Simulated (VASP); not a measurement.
# Fe (Im-3m) in VASP: single point with PBE

Aim: the single point of Fe with PBE.

Everything below comes from runs of VASP 6.6.1. Logs are shortened: lines on timing, memory, paths and dates and some standing lists are left out, and cuts for length are marked.

### 1 The cell of the first run

It takes space group Im-3m (No. 229, cubic). Conventional cell: a = 2.869 Å, b = 2.869 Å, c = 2.869 Å, α = 90.00°, β = 90.00°, γ = 90.00°. Within 3.3 Å of Fe (site symmetry m-3m) lie 14 Fe at 2.48 to 2.87 Å.

### 2 Single point, PBE, non-collinear spin, typed start, spin-orbit coupling

The input, INCAR:

```
PREC = Accurate
ENCUT = 600
EDIFF = 1E-6
ISMEAR = 0
SIGMA = 0.1
LREAL = F
LASPH = T
NELM = 200
ALGO = Normal
ISIF = 2
LWAVE = F
LCHARG = F
LNONCOLLINEAR = T
MAGMOM = 0 0 2.2
LORBIT = 11
LSORBIT = T
GGA_COMPAT = F
LORBMOM = T
LMAXMIX = 4
GGA = PE
NBANDS = 19
```

The input, KPOINTS:

```
regular mesh
0
Gamma
  5 5 5
```

The input, POSCAR:

```
Fe
1.0
   -1.4345000000      1.4345000000      1.4345000000
    1.4345000000     -1.4345000000      1.4345000000
    1.4345000000      1.4345000000     -1.4345000000
Fe
1
Direct
    0.0000000000      0.0000000000      0.0000000000
```

Potentials or basis: VASP PAW PBE potentials, release 64 (Fe).

Command:

```bash
> cat potpaw_PBE.64/Fe/POTCAR > POTCAR
> mpirun -np 1 vasp_ncl > vasp.out
```

OUTCAR:

```text
PREC = Accurate
   ENCUT = 600
   EDIFF = 1E-6
   ISMEAR = 0
   LREAL = F
   LASPH = T
   NELM = 200
   ISIF = 2
   LNONCOLLINEAR = T
   LORBIT = 11
   LSORBIT = T
   GGA = PE

 ion  position               nearest neighbor table
   1  0.000  0.000  0.000-

  LATTYP: Found a body centered cubic cell.
 ALAT       =     2.8690000000

  Lattice vectors:

 A1 = (  -1.4345000000,   1.4345000000,   1.4345000000)
 A2 = (   1.4345000000,  -1.4345000000,   1.4345000000)
 A3 = (   1.4345000000,   1.4345000000,  -1.4345000000)

Analysis of symmetry for initial positions (statically):
=====================================================================
 Subroutine PRICEL returns:
 Original cell was already a primitive cell.

 Routine SETGRP: Setting up the symmetry group for a
 body centered cubic supercell.

 Subroutine GETGRP returns: Found 48 space group operations
 (whereof 48 operations were pure point group operations)
 out of a pool of 48 trial point group operations.

The static configuration has the point symmetry O_h .

Analysis of symmetry for dynamics (positions and initial velocities):
=====================================================================
 Subroutine PRICEL returns:
 Original cell was already a primitive cell.

 Routine SETGRP: Setting up the symmetry group for a
 body centered cubic supercell.

 Subroutine GETGRP returns: Found 48 space group operations
 (whereof 48 operations were pure point group operations)
 out of a pool of 48 trial point group operations.

The dynamic configuration has the point symmetry O_h .

Analysis of structural, dynamic, and magnetic symmetry:
=====================================================================
 Subroutine PRICEL returns:
 Original cell was already a primitive cell.

 Routine SETGRP: Setting up the symmetry group for a
 body centered cubic supercell.

 Subroutine GETGRP returns: Found  8 space group operations
 (whereof  8 operations were pure point group operations)
 out of a pool of 48 trial point group operations.

The overall configuration has the point symmetry C_4h.

 Subroutine INISYM returns: Found  8 space group operations
 (whereof  8 operations are pure point group operations),
 and found     1 'primitive' translations

----------------------------------------------------------------------------------------

                                     Primitive cell

  volume of cell :      11.8076

  direct lattice vectors                    reciprocal lattice vectors
    -1.434500000  1.434500000  1.434500000     0.000000000  0.348553503  0.348553503
     1.434500000 -1.434500000  1.434500000     0.348553503  0.000000000  0.348553503
     1.434500000  1.434500000 -1.434500000     0.348553503  0.348553503  0.000000000

  length of vectors
     2.484626883  2.484626883  2.484626883     0.492929091  0.492929091  0.492929091

  position of ions in fractional coordinates (direct lattice)
     0.000000000  0.000000000  0.000000000

  ion indices of the primitive-cell ions
   primitive index   ion index
                 1           1

----------------------------------------------------------------------------------------

 KPOINTS: regular mesh

Automatic generation of k-mesh.
 Grid dimensions read from file:
 generate k-points for:    5    5    5

 Generating k-lattice:

  Cartesian coordinates                     Fractional coordinates (reciprocal lattice)
     0.000000000  0.069710701  0.069710701     0.200000000  0.000000000  0.000000000
     0.069710701  0.000000000  0.069710701     0.000000000  0.200000000  0.000000000
     0.069710701  0.069710701  0.000000000     0.000000000  0.000000000  0.200000000
[... 45 lines left out ...]
   ISTART =      0    job   : 0-new  1-cont  2-samecut
   ICHARG =      2    charge: 1-file 2-atom 10-const
   ISPIN  =      1    spin polarized calculation?
   LNONCOLLINEAR =      T non collinear calculations
   LSORBIT =      T    spin-orbit coupling
   LASPH  =      T    aspherical Exc in radial PAW
   ENCUT  =  600.0 eV  44.10 Ry    6.64 a.u.   4.96  4.96  4.96*2*pi/ulx,y,z
   NELM   =    200;   NELMIN=  2; NELMDL= -5     # of ELM steps
   EDIFF  = 0.1E-05   stopping-criterion for ELM
   LREAL  =      F    real-space projection
   EDIFFG = 0.1E-04   stopping-criterion for IOM
   NSW    =      0    number of steps for IOM
   IBRION =     -1    ionic relax: 0-MD 1-quasi-New 2-CG
   NFREE  =      0    steps in history (QN), initial steepest desc. (CG)
   ISIF   =      2    stress and relaxation
   ISYM   =      2    0-nonsym 1-usesym 2-fastsym
   POTIM  = 0.5000    time-step for ionic-motion
   TEBEG  =    0.0;   TEEND  =   0.0 temperature during run
   PSTRESS=    0.0 pullay stress
   NELECT =       8.0000    total number of electrons
   NUPDOWN=      -1.0000    fix difference up-down
   EMIN   =  10.00;   EMAX   =-10.00  energy-range for DOS
   EFERMI =   0.00;   METHOD = LEGACY
   ISMEAR =     0;   SIGMA  =   0.10  broadening in eV -4-tet -1-fermi 0-gaus
   EFERMI_NEDOS =   21; number of points for ismear=-14 and -15
   IALGO  =     38    algorithm
   IMIX   =      4    mixing-type and parameters
     AMIX     =   0.40;   BMIX     =  1.00
     AMIX_MAG =   1.60;   BMIX_MAG =  1.00
  volume/ion in A,a.u.               =      11.81        79.68
  Fermi-wavevector in a.u.,A,eV,Ry     =   1.437863  2.717168 28.129378  2.067451
  Thomas-Fermi vector in A             =   2.556894
   LORBIT       =     11    0 simple, 1 ext, 2 COOP (PROOUT), +10 PAW based schemes
   GGA     = PE    functional components
   LHFCALC =     F    Hartree Fock is set to
   AEXX    =    0.0000 exact exchange contribution
   IVDW    =     0    specifies the selected vdW correction
   LEPSILON=     F    determine dielectric tensor
   LRPA    =     F    only Hartree local field effects (RPA)
 Gauss-broadening in eV      SIGMA  =   0.10
  energy-cutoff  :      600.00
  volume of cell :       11.81
 maximum number of plane-waves:       812
   NGX =  9   NGY =  9   NGZ =  9

 number of electron       7.9999997 magnetization      -0.0000000     -0.0000000      2.0925464

 number of electron       7.9999997 magnetization       0.0000000     -0.0000000      2.0926166

 number of electron       7.9999997 magnetization       0.0000000      0.0000000      2.0926209

 Free energy of the ion-electron system (eV)
  ---------------------------------------------------
  ext. energy  EPLUGINS =         0.00000000
  ---------------------------------------------------
  free energy    TOTEN  =        -8.18790968 eV

  energy without entropy =       -8.17942272  energy(sigma->0) =       -8.18366620

 E-fermi :   5.3299     XC(G=0): -12.9134

 val. band max:        5.2567656909   @ k =  -0.4000   0.4000   0.4000
 cond. band min:       5.3361250274   @ k =  -0.4000   0.4000   0.2000
 fundamental gap:      0.0793593365
 Fermi energy:         5.3298986278

 k-point     1 :       0.0000    0.0000    0.0000
  band No.  band energies     occupation
      1      -2.7577      1.00000
      2      -2.6353      1.00000
      3       3.1740      1.00000
      4       3.2007      1.00000
      5       3.2324      1.00000
      6       4.2460      1.00000
[... 439 lines left out ...]
      6       4.9539      1.00000
[... 11 lines left out ...]
     18      21.8496      0.00000
     19      22.6152      0.00000

------------------------ aborting loop because EDIFF is reached ----------------------------------------

  FORCE on cell =-STRESS in cart. coord.  units (eV):
  Direction    XX          YY          ZZ          XY          YZ          ZX
  --------------------------------------------------------------------------------------
  -------------------------------------------------------------------------------------
  Total       -0.6299860     -0.6299860     -0.6268977      0.0000013      0.0000000      0.0000000
  in kB      -85.4830140    -85.4830140    -85.0639568      0.0001754      0.0000000      0.0000000
  external PRESSURE =     -85.3433283 kB  Pullay stress =       0.0000000 kB

 VOLUME and BASIS-vectors are now :
 -----------------------------------------------------------------------------
  energy-cutoff  :      600.00
  volume of cell :       11.81
      direct lattice vectors                 reciprocal lattice vectors
    -1.434500000  1.434500000  1.434500000     0.000000000  0.348553503  0.348553503
     1.434500000 -1.434500000  1.434500000     0.348553503  0.000000000  0.348553503
     1.434500000  1.434500000 -1.434500000     0.348553503  0.348553503  0.000000000

 POSITION                                       TOTAL-FORCE (eV/Angst)
 -----------------------------------------------------------------------------------
      0.00000      0.00000      0.00000         0.000000      0.000000      0.000000
 -----------------------------------------------------------------------------------
    total drift:                                0.000000     -0.000000      0.000000

  FREE ENERGIE OF THE ION-ELECTRON SYSTEM (eV)
  ---------------------------------------------------
  free  energy   TOTEN  =        -8.1879096812 eV

  energy  without entropy=       -8.1794227215  energy(sigma->0) =       -8.18366620

 orbital moment (x)

 # of ion     p       d       tot
 ----------------------------------------
  1        -0.000  -0.000  -0.000
 ----------------------------------------
           -0.000  -0.000  -0.000

 orbital moment (y)

 # of ion     p       d       tot
 ----------------------------------------
  1         0.000  -0.000  -0.000
 ----------------------------------------
            0.000  -0.000  -0.000

 orbital moment (z)

 # of ion     p       d       tot
 ----------------------------------------
  1         0.000   0.050   0.050
 ----------------------------------------
            0.000   0.050   0.050

 Spin-Orbit-Coupling matrix elements

 Ion:    1  E_soc:     -0.0132027
 l=   1
     0.0000000    -0.0003305    -0.0003058
    -0.0003305     0.0000000    -0.0003305
    -0.0003058    -0.0003305     0.0000000
 l=   2
     0.0000000    -0.0004798     0.0000000    -0.0004798    -0.0013255
    -0.0004798     0.0000000    -0.0010740    -0.0004793    -0.0003611
     0.0000000    -0.0010740     0.0000000    -0.0010740     0.0000000
    -0.0004798    -0.0004793    -0.0010740     0.0000000    -0.0003611
    -0.0013255    -0.0003611     0.0000000    -0.0003611     0.0000000
 l=   3
     0.0000000     0.0000000     0.0000000     0.0000000     0.0000000     0.0000000     0.0000000
     0.0000000     0.0000000     0.0000000     0.0000000     0.0000000     0.0000000     0.0000000
     0.0000000     0.0000000     0.0000000     0.0000000     0.0000000     0.0000000     0.0000000
     0.0000000     0.0000000     0.0000000     0.0000000     0.0000000     0.0000000     0.0000000
     0.0000000     0.0000000     0.0000000     0.0000000     0.0000000     0.0000000     0.0000000
     0.0000000     0.0000000     0.0000000     0.0000000     0.0000000     0.0000000     0.0000000
     0.0000000     0.0000000     0.0000000     0.0000000     0.0000000     0.0000000     0.0000000

 total charge

# of ion       s       p       d       tot
------------------------------------------
    1        0.471   0.524   6.190   7.185

 magnetization (x)

# of ion       s       p       d       tot
------------------------------------------
    1        0.000   0.000   0.000   0.000

 magnetization (y)

# of ion       s       p       d       tot
------------------------------------------
    1        0.000   0.000  -0.000  -0.000

 magnetization (z)

# of ion       s       p       d       tot
------------------------------------------
    1       -0.014  -0.052   2.163   2.097
```

Run time: 23 s. Hardware: 1 thread of Intel Xeon 6975P-C (Granite Rapids), shared host; peak memory 0.16 GiB.

Results:

- Free energy: -8.1879 eV
- Pressure: -8.5 GPa
- Net moment: 2.09 μB per cell
- Valence electrons inside the program's atomic spheres: Fe 7.18

Moments on the atoms (μB; x, y, z):
```
Fe  0.00 0.00 2.10
```

Caveat: the k points lie up to 0.62 Å⁻¹ apart.
